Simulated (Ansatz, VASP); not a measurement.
# Zr4H in VASP and in Ansatz

```
CELL_PARAMETERS angstrom
4.54285 0.00000 0.00000
0.00000 4.54285 0.00000
0.00000 0.00000 4.54285
ATOMIC_POSITIONS crystal
Zr 0.00000 0.50000 0.50000
Zr 0.50000 0.50000 0.00000
Zr 0.50000 0.00000 0.50000
Zr 0.00000 0.00000 0.00000
H 0.50000 0.50000 0.50000
```

Change from the starting cell: species swapped into the Fe4N type (Pm-3m, No. 221).

Alike in both runs: task relaxation of cell and atoms; functional PBE; k mesh 8 × 8 × 8; occupations gaussian, width 0.1 eV; no spin polarisation.

|  | VASP | Ansatz |
| --- | --- | --- |
| version | VASP 6.6.1 | Ansatz 0.2.0 |
| potentials or method | VASP PAW PBE potentials, release 64 (Zr_sv, H), cutoff 600 eV | scalar-relativistic, plane waves, PAW |
| valence electrons in the cell | 49 | 49 |

VASP gave:

| Property | Result |
| --- | --- |
| gap on the k mesh at the Fermi level, each at its own relaxed structure (eV) | none |
| relaxed volume (Å³/atom) | 18.83 |
| relaxed length of the cell vector where the two differ most in proportion (Å) | 4.549 |

Q: Estimate Ansatz's values.

A: gap on the k mesh at the Fermi level, each at its own relaxed structure (eV): none; relaxed volume (Å³/atom): 18.82; relaxed length of the cell vector where the two differ most in proportion (Å): 4.549.

A gap of «none» marks a metal or a gap that the smearing closes.
